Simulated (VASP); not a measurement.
A run of VASP 6.6.1 is set up as follows.

File INCAR:

```
ALGO = Normal
EDIFF = 1E-6
EDIFFG = -0.01
ENCUT = 600
GGA = PE
IBRION = 2
ISIF = 3
ISMEAR = 0
LASPH = T
LCHARG = F
LREAL = F
LWAVE = F
NELM = 60
NSW = 100
PREC = Accurate
SIGMA = 0.1
```

The input KPOINTS:

```
k-points
0
Gamma
  14 14 18
```

The input POSCAR:

```
Be2NiH
1.0
    3.5583888744      0.0000000000      0.0000000000
    0.0000000000      3.5583888744      0.0000000000
    0.0000000000      0.0000000000      2.5812130739
Be Ni H
2 1 1
Direct
    0.0000000000      0.5000000000      0.5000000000
    0.5000000000      0.0000000000      0.5000000000
    0.0000000000      0.0000000000      0.0000000000
    0.5000000000      0.5000000000      0.5000000000
```

Potentials or basis: VASP PAW PBE potentials, release 64 (Be, Ni, H).

The run is started by

```sh
$ cat potpaw_PBE.64/Be/POTCAR potpaw_PBE.64/Ni/POTCAR potpaw_PBE.64/H/POTCAR > POTCAR
$ mpirun -np 1 vasp_std > vasp.out
```

Question: Estimate the space group after relaxing (to 0.05 Å).

Answer: P4/mmm (No. 123).

Question: Estimate the relaxed cell.

Answer: a = 3.580 Å, b = 3.580 Å, c = 2.547 Å, α = 90.00°, β = 90.00°, γ = 90.00°.

Question: Estimate the relaxed volume.

Answer: 8.16 Å³/atom.

The path:
| step | energy change (eV) | largest force (eV/Å) | pressure (GPa) | volume (Å³) |
| --- | --- | --- | --- | --- |
| 1 | 0.0000 | 0.0000 | -0.24 | 32.68 |
| 2 | -0.0005 | 0.0000 | 0.04 | 32.63 |
| 3 | -0.0010 | 0.0000 | 0.68 | 32.49 |
| 4 | -0.0013 | 0.0000 | 0.39 | 32.53 |
| 5 | -0.0014 | 0.0000 | 0.27 | 32.57 |
| 6 | -0.0016 | 0.0000 | -0.07 | 32.64 |

Spin polarisation is off, so any magnetic state and its effect on volume and gap are missing.
